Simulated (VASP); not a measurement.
# Sr: single point with PBE

Sr:

```
Sr
1.0
    -2.36204    2.36204    2.36204
     2.36204   -2.36204    2.36204
     2.36204    2.36204   -2.36204
Sr
1
Direct
  0.00000 0.00000 0.00000
```

```
Program             : VASP 6.6.1
Task                : single point
Functional          : PBE
Potentials or basis : VASP PAW PBE potentials, release 64 (Sr_sv)
Cutoff              : 500 eV
k mesh              : 4 × 4 × 4
Occupations         : methfessel-paxton, width 0.1 eV
Spin                : no spin polarisation
```

The pressure is 0.0 GPa and the band gap on the k mesh is zero (band 5 reaches 2.09 eV, above the bottom of band 6 at 1.54 eV).

Levels at points of the mesh, in eV from the Fermi level:
```tsv
k point	band 2	band 3	band 4	band 5	band 6	band 7	band 8	band 9
(0.00, 0.00, 0.00)	-18.35	-18.35	-18.35	-3.65	2.48	2.48	2.48	3.85
(0.50, 0.00, 0.00)	-18.58	-18.42	-18.35	-0.98	0.34	1.28	3.68	4.37
(0.50, 0.50, 0.50)	-18.51	-18.51	-18.51	-0.14	-0.14	3.85	3.85	3.85
```

It used 8.1 s of CPU time on 1 thread of Intel(R) Xeon(R) Platinum 8488C (Sapphire Rapids) (shared host).

Caveat: the k points lie up to 0.47 Å⁻¹ apart.
